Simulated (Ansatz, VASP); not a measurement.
# RuCl in VASP and in Ansatz

```
Ru Cl
1.0
     0.00000    2.51336    2.51336
     2.51336    0.00000    2.51336
     2.51336    2.51336    0.00000
Ru Cl
1 1
Direct
  0.00000 0.00000 0.00000
  0.50000 0.50000 0.50000
```

Change from the starting cell: species swapped into the LuSb type (Fm-3m, No. 225).

Alike in both runs: functional PBE; k mesh 6 × 6 × 6; occupations gaussian, width 0.1 eV; collinear spin.

Ansatz relaxed the structure, and its values are those at the end. VASP's run is a single point on that final structure, the one shown.

|  | VASP | Ansatz |
| --- | --- | --- |
| version | VASP 6.6.1 | Ansatz 0.2.0 |
| potentials or method | VASP PAW PBE potentials, release 64 (Ru_pv, Cl), cutoff 520 eV | scalar-relativistic, plane waves, PAW |
| valence electrons in the cell | 21 | 23 |

Ansatz gave:

- gap on the k mesh at the Fermi level (eV): none
- pressure (GPa): -0.1
- net moment per atom (μB): 0.19
- size of the moment on the site where the two differ most (μB): 0.35

**Question.** Which values does VASP return?

**Answer.** gap on the k mesh at the Fermi level (eV): none; pressure (GPa): 0.1; net moment per atom (μB): 0.19; size of the moment on the site where the two differ most (μB): 0.38.

Site moments also hang on the region over which each program counts them. A gap of «none» marks a metal or a gap that the smearing closes. VASP's potentials hold 21 valence electrons a cell and Ansatz's 23, so a difference there can come from the potentials and not from the codes.

The k mesh is coarse, so the values compare programs but aren't converged.
